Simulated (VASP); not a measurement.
## Tc: single point with PBEsol

The system is Tc.

```
Tc
1.0
     2.74000    0.00000    0.00000
    -1.37000    2.37291    0.00000
     0.00000    0.00000    4.39800
Tc
2
Direct
  0.66667 0.33333 0.75000
  0.33333 0.66667 0.25000
```

| Property | Result |
| --- | --- |
| Program | VASP 6.6.1 |
| Task | single point |
| Functional | PBEsol |
| Potentials or basis | VASP PAW PBE potentials, release 64 (Tc_pv) |
| Cutoff | 520 eV |
| k mesh | 6 × 6 × 4 |
| Occupations | fermi-dirac, width 0.05 eV |
| Spin | no spin polarisation |
| Dipole correction | no |
| Further INCAR settings | ALGO = Normal; EDIFF = 1e-07; NBANDS = 20 |

```
Pressure               : -6.5 GPa
Band gap on the k mesh : zero (band 13 reaches 14.17 eV, above the bottom of band 14 at 10.83 eV)
```

Stress tensor (GPa, compression positive):
```
-6.07  0.00  0.00
 0.00 -6.07  0.00
 0.00  0.00 -7.24
```

Levels at points of the mesh, in eV from the Fermi level:
```
           k point  band 11  band 12  band 13  band 14  band 15  band 16
(0.00, 0.00, 0.00)    -1.46    -0.80    -0.80    -0.08    -0.08     1.67
(0.50, 0.00, 0.00)    -1.12    -0.91    -0.47     2.99     3.37     3.42
(0.00, 0.00, 0.50)    -1.65    -1.65    -1.65    -1.65     1.91     1.91
(0.50, 0.00, 0.50)     0.17     0.17     1.45     1.45     3.25     3.25
```

It took 7 s on 1 thread of Intel(R) Xeon(R) 6975P-C (Granite Rapids), on a shared host, peak memory 0.14 GiB.

Caveat: the k points lie up to 0.44 Å⁻¹ apart; the PAW data sets were made with another functional, which shifts forces and pressure a little.
